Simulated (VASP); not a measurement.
BiS, 2 atoms in the cell. Symmetry: P-6m2, No. 187, hexagonal system. Conventional cell: a = 3.731 Å, b = 3.731 Å, c = 4.087 Å, α = 90.00°, β = 90.00°, γ = 120.00°. Bi (site symmetry -6m2) has 6 S at 2.97 Å and 6 Bi at 3.73 Å within 3.9 Å. Within 3.9 Å of S (site symmetry -6m2) lie 6 Bi at 2.97 Å and 6 S at 3.73 Å. 

| Item | Value |
| --- | --- |
| Program | VASP 6.6.1 |
| Task | relaxation of shape and atoms at fixed volume |
| Functional | r2SCAN |
| Potentials or basis | VASP PAW PBE potentials, release 64 (Bi_d, S) |
| Cutoff | 600 eV |
| k mesh | 10 × 10 × 8 |
| Occupations | gaussian, width 0.05 eV |
| Spin | no spin polarisation |
| Dipole correction | no |
| Further INCAR settings | ALGO = Normal; EDIFF = 1e-07; IBRION = 2; EDIFFG = -0.01; NSW = 60; ISIF = 4 |

Potentials or basis: VASP PAW PBE potentials, release 64 (Bi_d, S).

Command:

```console
$ cat potpaw_PBE.64/Bi_d/POTCAR potpaw_PBE.64/S/POTCAR > POTCAR
$ cp INCAR.step1 INCAR
$ mpirun -np 1 vasp_std > vasp.out
$ cp INCAR.step2 INCAR
$ mpirun -np 1 vasp_std > vasp.out
```

Hardware: 1 thread of Oxide Virtual Turin-like Processor, on a shared host.

**Question.** Estimate the wall time of this run.

**Answer.** Run time: 7.4 min on 1 thread of Oxide Virtual Turin-like Processor (shared host), peak memory 0.2 GiB. Counts: k points 70, ion steps 2.
